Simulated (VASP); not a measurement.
Crystal: As.

```
As
1.0
     3.00317    0.00000    0.00000
    -1.50158    2.60082    0.00000
     0.00000    0.00000    4.86513
As
2
Cartesian
  0.0000 1.7339 1.2163
  1.5016 0.8669 3.6488
```

| Item | Value |
| --- | --- |
| Program | VASP 6.6.1 |
| Task | relaxation of cell and atoms |
| Functional | PBEsol |
| Potentials or basis | VASP PAW PBE potentials, release 64 (As) |
| Cutoff | 600 eV |
| k mesh | 14 × 14 × 8 |
| Occupations | fermi-dirac, width 0.08 eV |
| Spin | no spin polarisation |

At the start: pressure -2.5 GPa; volume 19.00 Å³/atom.

**Question.** Where does the relaxation end?

**Answer.** Over 11 steps the energy falls by 5.9 meV/atom and the volume is 18.44 Å³/atom (-2.9 %); space group P6_3/mmc (No. 194, to 0.05 Å).

Step by step:
```csv
step,energy change (eV),largest force (eV/Å),pressure (GPa),volume (Å³)
1,0.0000,0.0000,-2.54,38.00
2,-0.0085,0.0000,1.32,36.36
3,-0.0102,0.0000,0.14,36.83
4,-0.0111,0.0000,0.10,36.84
5,-0.0119,0.0000,0.05,36.87
6,-0.0119,0.0000,0.05,36.87
7,-0.0119,0.0000,0.05,36.87
8,-0.0117,0.0000,0.07,36.86
9,-0.0119,0.0000,0.05,36.87
10,-0.0118,0.0000,-0.04,36.91
11,-0.0119,0.0000,0.00,36.89
```

Final structure:
```xyz
2
Lattice="2.9503 0.0000 0.0000 -1.4752 2.5550 0.0000 0.0000 0.0000 4.8936" Properties=species:S:1:pos:R:3 pbc="T T T"
As    0.0000    1.7034    1.2234
As    1.4752    0.8517    3.6702
```

Caveat: the PAW data sets were made with another functional, which shifts forces and pressure a little.
